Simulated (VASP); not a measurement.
Na2BrCl:

```
CELL_PARAMETERS angstrom
2.03602 1.17550 6.65812
-2.03602 1.17550 6.65812
0.00000 -2.35100 6.65812
ATOMIC_POSITIONS crystal
Na 0.25419 0.25419 0.25419
Na 0.74581 0.74581 0.74581
Br 0.50000 0.50000 0.50000
Cl 0.00000 0.00000 0.00000
```

```yaml
Program: VASP 6.6.1
Task: relaxation of cell and atoms
Functional: LDA
Potentials_or_basis: VASP PAW LDA potentials, release 64 (Na_pv, Br, Cl)
Cutoff: 600 eV
k_mesh: 9 × 9 × 9
Occupations: gaussian, width 0.02 eV
Spin: no spin polarisation
```

At the start: pressure -1.7 GPa; volume 23.90 Å³/atom.

Question: Where does the relaxation end?

Answer: Over 7 steps the energy falls by 9.3 meV/atom and the volume is 22.32 Å³/atom (-6.6 %); space group R-3m (No. 166, to 0.05 Å).

The path:
```csv
step,energy change (eV),largest force (eV/Å),pressure (GPa),volume (Å³)
1,0.0000,0.0073,-1.72,95.61
2,-0.0288,0.0154,-0.87,92.10
3,-0.0370,0.0221,-0.09,89.47
4,-0.0371,0.0228,0.03,89.16
5,-0.0371,0.0229,-0.04,89.28
6,-0.0372,0.0170,-0.06,89.28
7,-0.0372,0.0022,-0.03,89.26
```

Final structure:
```yaml
crystal:
  lattice:
    - [1.99027, 1.14908, 6.50499]
    - [-1.99027, 1.14908, 6.50499]
    - [0.00000, -2.29817, 6.50499]
  atoms:
    - { symbol: Na, position: [0.25449, 0.25449, 0.25449] }
    - { symbol: Na, position: [0.74551, 0.74551, 0.74551] }
    - { symbol: Br, position: [0.50000, 0.50000, 0.50000] }
    - { symbol: Cl, position: [0.00000, 0.00000, 0.00000] }
```
